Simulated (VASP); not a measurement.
YTe, 2 atoms in the cell. It takes space group Fm-3m (No. 225, cubic). Conventional cell: a = 6.013 Å, b = 6.013 Å, c = 6.013 Å, α = 90.00°, β = 90.00°, γ = 90.00°. Y (site symmetry m-3m) has 6 Te at 3.01 Å within 4.0 Å. Within 4.0 Å of Te (site symmetry m-3m) lie 6 Y at 3.01 Å.  This cell differs from its parent crystal: volume scaled by 0.96.

```yaml
Program: VASP 6.6.1
Task: electric field gradients
Functional: PBEsol
Potentials_or_basis: VASP PAW PBE potentials, release 64 (Y_sv, Te)
Cutoff: 520 eV
k_mesh: 12 × 12 × 12
Occupations: fermi-dirac, width 0.05 eV
Spin: no spin polarisation
Dipole_correction: no
Further_INCAR_settings: ALGO = Normal; EDIFF = 1e-08; NBANDS = 16
```

Potentials or basis: VASP PAW PBE potentials, release 64 (Y_sv, Te).

Run with:

```console
$ cat potpaw_PBE.64/Y_sv/POTCAR potpaw_PBE.64/Te/POTCAR > POTCAR
$ mpirun -np 1 vasp_std > vasp.out
```

Hardware: 1 thread of AMD EPYC 9R45 96-Core Processor (Zen 5), with other jobs on the host.

Task: Estimate the wall time of this run.

Result: It took 36 s on 1 thread of AMD EPYC 9R45 96-Core Processor (Zen 5), on a shared host, peak memory 0.21 GiB. Counts: scf iterations 16, k points 72.
